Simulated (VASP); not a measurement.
Wanted: the native input for a VASP 6.6.1 run.

* Task: relaxation of cell and atoms
* Functional: PBE
* Potentials or basis: VASP PAW PBE potentials, release 64 (Te, Se)
* Cutoff: 600 eV
* k mesh: 4 × 4 × 4
* Occupations: gaussian, width 0.1 eV
* Spin: no spin polarisation
* Dipole correction: no
* Further INCAR settings: ALGO = Normal; EDIFF = 1e-06; IBRION = 2; EDIFFG = -0.04; NSW = 90; ISIF = 3

The structure of Te7Se lies in POSCAR:

```
Te7Se
1.0
    0.0000000000      5.0675013200      5.0675013200
    5.0675013200      0.0000000000      5.0675013200
    5.0675013200      5.0675013200      0.0000000000
Te Se
7 1
Direct
    0.5000000000      0.0000000000      0.0000000000
    0.0000000000      0.5000000000      0.5000000000
    0.0000000000      0.5000000000      0.0000000000
    0.5000000000      0.0000000000      0.5000000000
    0.0000000000      0.0000000000      0.5000000000
    0.5000000000      0.5000000000      0.0000000000
    0.5000000000      0.5000000000      0.5000000000
    0.0000000000      0.0000000000      0.0000000000
```

The input as run:

INCAR

```
PREC     = Accurate       # precision mode
ENCUT    = 600            # plane-wave cutoff, eV
EDIFF    = 1E-6           # SCF threshold, eV
ISMEAR   = 0              # smearing method
SIGMA    = 0.1            # smearing width, eV
LREAL    = F              # projectors in reciprocal space
LASPH    = T              # aspherical terms in the spheres
NELM     = 100            # most SCF steps
ALGO     = Normal         # electronic algorithm
ISIF     = 3              # what is computed and relaxed
LWAVE    = F              # write WAVECAR
LCHARG   = F              # write CHGCAR
GGA      = PE             # functional
IBRION   = 2              # ionic algorithm
NSW      = 90             # ionic steps
EDIFFG   = -0.04          # ionic threshold
```

KPOINTS

```
Automatic mesh
0
Gamma
  4 4 4
```

Potentials or basis: VASP PAW PBE potentials, release 64 (Te, Se).

Run with:

```sh
$ cat potpaw_PBE.64/Te/POTCAR potpaw_PBE.64/Se/POTCAR > POTCAR
$ mpirun -np 1 vasp_std > vasp.out
```

Results of the run:

```
Relaxed volume                         : 27.24 Å³/atom
Relaxed cell                           : a = 6.755 Å, b = 6.755 Å, c = 6.755 Å, α = 60.00°, β = 60.00°, γ = 60.00°
Space group after relaxing (to 0.05 Å) : Fm-3m (No. 225)
Energy gained by relaxing              : 127.8 meV/atom
Ionic steps                            : 3
Pressure after relaxing                : 0.0 GPa
Band gap on the k mesh                 : zero (band 24 reaches 9.05 eV, above the bottom of band 25 at 7.22 eV)
```

Caveat: the volume moved by over 15 % at a fixed basis, so the end points are rough; spin-orbit coupling is left out, which moves the levels of the heavy elements.

It took 3.6 min on 1 thread of Intel(R) Xeon(R) Platinum 8488C (Sapphire Rapids), on a shared host, peak memory 0.53 GiB.
